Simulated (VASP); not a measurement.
HoS4:

```
Ho S
1.0
     5.39275    0.00000    0.00000
    -2.69637    4.67026    0.00000
     0.00000    0.00000    4.93102
Ho S
1 4
Direct
  0.00000 0.00000 0.00000
  0.50000 0.00000 0.50000
  0.00000 0.50000 0.50000
  0.50000 0.50000 0.50000
  0.00000 0.00000 0.50000
```

The cell was built from a structure type or drawn by symmetry, and may not be a known phase.

| Quantity | Value |
| --- | --- |
| Program | VASP 6.6.1 |
| Task | relaxation of cell and atoms |
| Functional | PBE |
| Potentials or basis | VASP PAW PBE potentials, release 64 (Ho_3, S), 4f in core |
| Cutoff | 500 eV |
| k mesh | 6 × 6 × 4 |
| Occupations | gaussian, width 0.1 eV |
| Spin | no spin polarisation |

At the start: pressure 0.7 GPa; volume 24.84 Å³/atom.

**Question.** How do energy, volume and symmetry change on relaxing?

**Answer.** Over 4 steps the energy falls by 2.1 meV/atom and the volume is 25.27 Å³/atom (+1.8 %); space group P6/mmm (No. 191, to 0.1 Å) before and after.

The path:
| step | energy change (eV) | largest force (eV/Å) | pressure (GPa) | volume (Å³) |
| --- | --- | --- | --- | --- |
| 1 | 0.0000 | 0.0000 | 0.69 | 124.19 |
| 2 | -0.0104 | 0.0000 | 0.09 | 126.10 |
| 3 | -0.0105 | 0.0000 | 0.13 | 125.97 |
| 4 | -0.0106 | 0.0000 | -0.08 | 126.37 |

Final structure:
```
Ho S
1.0
     5.44638    0.00000    0.00000
    -2.72319    4.71670    0.00000
     0.00000    0.00000    4.91927
Ho S
1 4
Direct
  0.00000 0.00000 0.00000
  0.50000 0.00000 0.50000
  0.00000 0.50000 0.50000
  0.50000 0.50000 0.50000
  0.00000 0.00000 0.50000
```

Caveat: the run has no spin polarisation, though such a crystal can be magnetic.
